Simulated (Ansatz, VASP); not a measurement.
**Two plane-wave programs on P**

INCAR

```
PREC = Accurate ; ENCUT = 600
EDIFF = 1E-7 ; ISMEAR = 0
SIGMA = 0.1 ; LREAL = F
LASPH = T ; NELM = 100
ALGO = Normal ; ISIF = 3
LWAVE = F ; LCHARG = F
GGA = PS ; IBRION = 2
NSW = 100 ; EDIFFG = -0.01
```

File KPOINTS:

```
Automatic mesh
0
Gamma
  15 15 8
```

The input POSCAR:

```
P
1.0
    3.3446280522      0.0000000000      0.0000000000
   -1.6723140261      2.8965328595      0.0000000000
    0.0000000000      0.0000000000      6.0149276618
P
4
Direct
    0.0000000000      0.0000000000      0.0000000000
    0.0000000000      0.0000000000      0.5000000000
    0.3333333333      0.6666666667      0.7500000000
    0.6666666667      0.3333333333      0.2500000000
```

Input for Ansatz:

```yaml
crystal:
  lattice:
    - [3.3446280522, 0.0, 0.0]
    - [-1.6723140261, 2.8965328595, 0.0]
    - [0.0, 0.0, 6.0149276618]
  atoms:
    - { symbol: P, position: [0.0, 0.0, 0.0] }
    - { symbol: P, position: [0.0, 0.0, 0.5] }
    - { symbol: P, position: [0.3333333333, 0.6666666667, 0.75] }
    - { symbol: P, position: [0.6666666667, 0.3333333333, 0.25] }
basis:
  ecutwfc: 420
kpoints:
  mp_grid: { grid: [15, 15, 8] }
hamiltonian:
  xc: pbesol
scf:
  occupations: { method: gaussian, width: 0.1 }
output:
  forces: true
  stress: true
  eigenvalues: true
relax:
  adjacent_minimum: "off"
  f_tol: 0.01
  max_steps: 80
  cell: { stress_tol: 0.05 }
```

Alike in both runs: task relaxation of cell and atoms; functional PBEsol; k mesh 15 × 15 × 8; occupations gaussian, width 0.1 eV; no spin polarisation.

|  | VASP | Ansatz |
| --- | --- | --- |
| version | VASP 6.6.1 | Ansatz 0.2.0 |
| potentials or method | VASP PAW PBE potentials, release 64 (P), cutoff 600 eV | scalar-relativistic, plane waves, PAW |
| valence electrons in the cell | 20 | 20 |

|  | VASP | Ansatz | Ansatz less VASP |
| --- | --- | --- | --- |
| gap on the k mesh at the Fermi level, each at its own relaxed structure (eV) | none | none | - |
| relaxed volume (Å³/atom) | 14.58 | 14.56 | -0.020 |
| relaxed length of the cell vector where the two differ most in proportion (Å) | 6.188 | 6.182 | -0.0057 |

VASP's potentials were made for PBE, not for PBEsol. A gap of «none» marks a metal or a gap that the smearing closes.
